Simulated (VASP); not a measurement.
The system is PbO2.

```
Pb O
1.0
     5.05672    0.00000    0.00000
     0.00000    5.05672    0.00000
     0.00000    0.00000    3.25656
Pb O
2 4
Direct
  0.00000 0.00000 0.00000
  0.50000 0.50000 0.50000
  0.30496 0.30496 0.00000
  0.80496 0.19504 0.50000
  0.19504 0.80496 0.50000
  0.69504 0.69504 0.00000
```

* Program: VASP 6.6.1
* Task: relaxation of cell and atoms
* Functional: PBE
* Potentials or basis: VASP PAW PBE potentials, release 64 (Pb_d, O)
* Cutoff: 600 eV
* k mesh: 4 × 4 × 6
* Occupations: gaussian, width 0.1 eV
* Spin: no spin polarisation

At the start: pressure 11.0 GPa; volume 13.88 Å³/atom.

How do energy, volume and symmetry change on relaxing?

Over 5 steps the energy falls by 44.0 meV/atom and the volume is 14.87 Å³/atom (+7.1 %); space group P4_2/mnm (No. 136, to 0.1 Å) before and after.

Step by step:
```tsv
step	energy change (eV)	largest force (eV/Å)	pressure (GPa)	volume (Å³)
1	0.0000	0.0057	10.99	83.27
2	-0.1025	0.3885	-6.96	95.23
3	-0.2368	0.2882	-0.58	89.68
4	-0.2574	0.1247	-0.39	89.45
5	-0.2642	0.0444	-0.18	89.22
```

Final structure:
```
Pb O
1.0
     5.09536    0.00000    0.00000
     0.00000    5.09536    0.00000
     0.00000    0.00000    3.43633
Pb O
2 4
Cartesian
  0.0000 0.0000 0.0000
  2.5477 2.5477 1.7182
  1.5717 1.5717 0.0000
  4.1194 0.9760 1.7182
  0.9760 4.1194 1.7182
  3.5237 3.5237 0.0000
```

Caveat: the relaxation stopped at a loose force limit of 0.05 eV/Å, so its end isn't a converged minimum.
